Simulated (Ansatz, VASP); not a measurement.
AlN in VASP and in Ansatz

Contents of INCAR:

```
PREC = Accurate
ENCUT = 600
EDIFF = 1E-6
ISMEAR = 0
SIGMA = 0.02
LREAL = F
LASPH = T
NELM = 120
ALGO = Normal
ISIF = 2
LWAVE = F
LCHARG = F
GGA = CA
NBANDS = 16
GGA_COMPAT = F
```

The input KPOINTS:

```
regular mesh
0
Gamma
  9 9 6
```

File POSCAR:

```
AlN
1.0
    3.0886284251      0.0000000000      0.0000000000
   -1.5443142125      2.6748306790      0.0000000000
    0.0000000000      0.0000000000      4.9431608963
Al N
2 2
Direct
    0.3333333333      0.6666666667     -0.0024903996
    0.6666666667      0.3333333333      0.4975096004
    0.3333333333      0.6666666667      0.3794903996
    0.6666666667      0.3333333333      0.8794903996
```

Input for Ansatz:

```yaml
crystal:
  lattice:
    - [3.0886284251, 0.0, 0.0]
    - [-1.5443142125, 2.674830679, 0.0]
    - [0.0, 0.0, 4.9431608963]
  atoms:
    - { symbol: Al, position: [0.3333333333, 0.6666666667, -0.0024903996] }
    - { symbol: Al, position: [0.6666666667, 0.3333333333, 0.4975096004] }
    - { symbol: "N", position: [0.3333333333, 0.6666666667, 0.3794903996] }
    - { symbol: "N", position: [0.6666666667, 0.3333333333, 0.8794903996] }
basis:
  ecutwfc: 420
kpoints:
  mp_grid: { grid: [9, 9, 6] }
  band_path:
    path:
      - [[0.0, 0.0, 0.0], [0.5, 0.0, 0.0], [0.33333333, 0.33333333, 0.0], [0.0, 0.0, 0.0], [0.0, 0.0, 0.5], [0.5, 0.0, 0.5], [0.33333333, 0.33333333, 0.5], [0.0, 0.0, 0.5]]
      - [[0.5, 0.0, 0.5], [0.5, 0.0, 0.0]]
      - [[0.33333333, 0.33333333, 0.5], [0.33333333, 0.33333333, 0.0]]
    npoints: 10
hamiltonian:
  xc: lda
  pseudopotentials: { kind: paw, azcp: { folder: soft_1 } }
scf:
  occupations: { method: gaussian, width: 0.02 }
  n_extra_bands: 8
output:
  forces: true
  stress: true
  eigenvalues: true
  write_density: true
  write_potential: true
  elf: true
  volumetric_format: npy
```

Alike in both runs: task single point; functional LDA; k mesh 9 × 9 × 6; occupations gaussian, width 0.02 eV; no spin polarisation.

```csv
,VASP,Ansatz
version,VASP 6.6.1,Ansatz 0.2.0
potentials or method,"VASP PAW LDA potentials, release 64 (Al, N), cutoff 600 eV","scalar-relativistic, plane waves, PAW"
valence electrons in the cell,16,16
```

|  | VASP | Ansatz | Ansatz less VASP |
| --- | --- | --- | --- |
| gap on the k mesh at the Fermi level (eV) | 4.42 | 4.42 | -0.008 |
| least direct gap on the mesh (eV) | 4.42 | 4.42 | -0.008 |
| pressure (GPa) | 0.5 | 0.0 | -0.55 |

Ansatz warns that its potentials were made for another functional, while VASP's fit it. LDA's correlation is that of Perdew and Zunger in VASP and of Perdew and Wang (1992) in Ansatz.
